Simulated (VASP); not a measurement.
Crystal: HfH3.

```
Hf H
1.0
     3.08455    0.00000    0.00000
     0.00000    3.08455    0.00000
     0.00000    0.00000    3.08455
Hf H
1 3
Cartesian
  0.0000 0.0000 0.0000
  0.0000 1.5423 1.5423
  1.5423 0.0000 1.5423
  1.5423 1.5423 0.0000
```

Base run:

- Program: VASP 6.6.1
- Functional: LDA
- Potentials or basis: VASP PAW LDA potentials, release 64 (Hf_pv, H)
- Cutoff: 520 eV
- k mesh: 9 × 9 × 9
- Occupations: fermi-dirac, width 0.1 eV
- Spin: no spin polarisation

Its results: pressure -6.9 GPa.

Problem. The run is repeated on the same cell with these changes: k mesh from 9 × 9 × 9 to 3 × 3 × 3. What comes out?

Solution. Pressure -5.4 GPa.

Caveats: some runs use coarse meshes.
